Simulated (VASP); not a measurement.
Runs of VASP 6.6.1 on SrTiO3. The structure is that of space group I4/mcm (No. 140), or close to it. The cells are those of the table. 

```tsv
cell	gap on the mesh (eV)	pressure (GPa)	largest force (eV/Å)
a = 5.615 Å, angles 120.2, 120.2, 89.7°, 10 atoms	1.82	-9.2	0.05
a = 5.450 Å, angles 120.2, 120.2, 89.7°, 10 atoms	2.00	(a)	0.02
a = 5.560 Å, angles 120.2, 120.2, 89.7°, 10 atoms	1.88	-4.6	0.03
a = 5.670 Å, angles 120.2, 120.2, 89.7°, 10 atoms	1.76	-13.1	(b)
```

Alike in all rows: task single point; level PBEsol; potentials or basis VASP PAW PBE potentials, release 64 (Sr_sv, Ti_sv, O); no spin polarisation; k mesh 8 × 8 × 8; cutoff (eV) 520; smearing gaussian 0.05 eV.

Problem. Fill in the values left out.

Solution. (a) 6.7; (b) 0.06.

Caveats: the PAW data sets were made with another functional, which shifts forces and pressure a little.

A k mesh can miss the band edges, and the runs leave out spin-orbit coupling on Sr.
